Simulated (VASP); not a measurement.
Set up this calculation in VASP 6.6.1, as the native input.

| Quantity | Value |
| --- | --- |
| Task | relaxation of the atoms |
| Functional | PBEsol |
| Potentials or basis | VASP PAW PBE potentials, release 64 (Mo_sv, N) |
| Cutoff | 520 eV |
| k mesh | 5 × 5 × 8 |
| Occupations | fermi-dirac, width 0.05 eV |
| Spin | no spin polarisation |
| Dipole correction | no |
| Further INCAR settings | ALGO = Normal; EDIFF = 1e-07; IBRION = 2; EDIFFG = -0.01; NSW = 60 |

The structure of MoN2 lies in POSCAR:

```
MoN2
1.0
    4.3480530000     -0.0869610600      0.0000000000
   -0.0869610600      4.3480530000      0.0000000000
    0.0000000000      0.0000000000      2.7674600000
Mo N
2 4
Direct
    0.0000000000      0.0000000000      0.0000000000
    0.5000000000      0.5000000000      0.0000000000
    0.6116470000      0.8883530000      0.5000000000
    0.3883530000      0.1116470000      0.5000000000
    0.1116470000      0.6116470000      0.5000000000
    0.8883530000      0.3883530000      0.5000000000
```

The input as run:

INCAR

```
ALGO = Normal ; EDIFF = 1E-7
EDIFFG = -0.01 ; ENCUT = 520
GGA = PS ; GGA_COMPAT = False
IBRION = 2 ; ISIF = 2
ISMEAR = -1 ; LASPH = True
LCHARG = False ; LREAL = False
LWAVE = False ; NELM = 120
NELMIN = 4 ; NSW = 60
PREC = Accurate ; SIGMA = 0.05
```

KPOINTS

```
k-points
0
Gamma
  5 5 8
```

Potentials or basis: VASP PAW PBE potentials, release 64 (Mo_sv, N).

Command:

```console
$ cat potpaw_PBE.64/Mo_sv/POTCAR potpaw_PBE.64/N/POTCAR > POTCAR
$ mpirun -np 1 vasp_std > vasp.out
```

It gave:

The energy gained by relaxing is 0.7 meV/atom. The ionic steps are 6. The pressure after relaxing is -13.3 GPa and the largest force after relaxing is 0.007 eV/Å. The band gap on the k mesh is zero (band 24 reaches 13.13 eV, above the bottom of band 25 at 11.25 eV).

Caveat: the PAW data sets were made with another functional, which shifts forces and pressure a little.

It took 4.6 min on 1 thread of Intel Xeon 8259CL, with other jobs on the host, peak memory 0.2 GiB.
